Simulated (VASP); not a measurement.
Crystal: Ti.

```
Ti
1.0
     0.00000    2.84000    2.84000
     2.84000    0.00000    2.84000
     2.84000    2.84000    0.00000
Ti
2
Direct
  0.00000 0.00000 0.00000
  0.25000 0.25000 0.25000
```

- Program: VASP 6.6.1
- Task: relaxation of cell and atoms
- Functional: LDA
- Potentials or basis: VASP PAW LDA potentials, release 64 (Ti_sv)
- Cutoff: 500 eV
- k mesh: 6 × 6 × 6
- Occupations: fermi-dirac, width 0.1 eV
- Spin: no spin polarisation

At the start: pressure -5.2 GPa; volume 22.91 Å³/atom.

Q: Where does the relaxation end?

A: Over 4 steps the energy falls by 57.5 meV/atom and the volume is 19.72 Å³/atom (-13.9 %); space group Fd-3m (No. 227, to 0.05 Å).

The path:
```
step  energy change (eV)  largest force (eV/Å)  pressure (GPa)  volume (Å³)
   1              0.0000                0.0000           -5.23        45.81
   2             -0.1071                0.0000           -1.57        41.03
   3             -0.1146                0.0000           -0.30        39.74
   4             -0.1149                0.0000           -0.03        39.44
```

Final structure:
```
CELL_PARAMETERS angstrom
0.00000 2.70178 2.70178
2.70178 0.00000 2.70178
2.70178 2.70178 0.00000
ATOMIC_POSITIONS crystal
Ti 0.00000 0.00000 0.00000
Ti 0.25000 0.25000 0.25000
```
